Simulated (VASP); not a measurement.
Here is a VASP 6.6.1 calculation.

Contents of INCAR:

```
PREC     = Accurate       # precision mode
ENCUT    = 520            # plane-wave cutoff, eV
EDIFF    = 1E-7           # SCF threshold, eV
ISMEAR   = -1             # smearing method
SIGMA    = 0.03           # smearing width, eV
LREAL    = False          # projectors in reciprocal space
LASPH    = True           # aspherical terms in the spheres
NELM     = 80             # most SCF steps
ALGO     = Normal         # electronic algorithm
ISIF     = 2              # what is computed and relaxed
LWAVE    = False          # write WAVECAR
LCHARG   = False          # write CHGCAR
GGA      = PE             # functional
NBANDS   = 15             # bands
```

KPOINTS

```
regular mesh
0
Gamma
  9 9 9
```

The input POSCAR:

```
CaO
1.0
    0.0000000000      2.4284191950      2.4284191950
    2.4284191950      0.0000000000      2.4284191950
    2.4284191950      2.4284191950      0.0000000000
Ca O
1 1
Direct
    0.0000000000      0.0000000000      0.0000000000
    0.5000000000      0.5000000000      0.5000000000
```

Potentials or basis: VASP PAW PBE potentials, release 64 (Ca_sv, O).

Launch:

```console
$ cat potpaw_PBE.64/Ca_sv/POTCAR potpaw_PBE.64/O/POTCAR > POTCAR
$ mpirun -np 1 vasp_std > vasp.out
```

Task: Estimate the band gap on the k mesh.

Result: 3.70 eV, indirect (least direct gap 4.08 eV).

Task: Estimate the pressure.

Result: -1.1 GPa.

 A k mesh can miss the band edges.
